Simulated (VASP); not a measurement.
Write the native input for VASP 6.6.1 that does the following.

* Task: single point
* Functional: PBE
* Potentials or basis: VASP PAW PBE potentials, release 64 (Al)
* Cutoff: 520 eV
* k mesh: 11 × 11 × 11
* Occupations: gaussian, width 0.025 eV
* Spin: no spin polarisation
* Dipole correction: no
* Further INCAR settings: ALGO = Fast; EDIFF = 1e-06; NBANDS = 8

The structure of Al lies in POSCAR:

```
Al
1.0
    0.0000000000      2.0248050000      2.0248050000
    2.0248050000      0.0000000000      2.0248050000
    2.0248050000      2.0248050000      0.0000000000
Al
1
Direct
    0.0000000000      0.0000000000      0.0000000000
```

One way to write it, as run:

INCAR

```
PREC = Accurate
ENCUT = 520
EDIFF = 1E-6
ISMEAR = 0
SIGMA = 0.025
LREAL = False
LASPH = True
NELM = 60
ALGO = Fast
ISIF = 2
LWAVE = False
LCHARG = True
GGA = PE
LELF = True
LVHAR = True
NBANDS = 8
```

KPOINTS

```
regular mesh
0
Gamma
  11 11 11
```

Potentials or basis: VASP PAW PBE potentials, release 64 (Al).

Run with:

```sh
$ cat potpaw_PBE.64/Al/POTCAR > POTCAR
$ mpirun -np 1 vasp_std > vasp.out
```

Results of the run:

```yaml
Pressure: -0.5 GPa
```

Wall time 7.7 s on 1 thread of Intel Xeon 8259CL (shared host), peak memory 0.13 GiB.
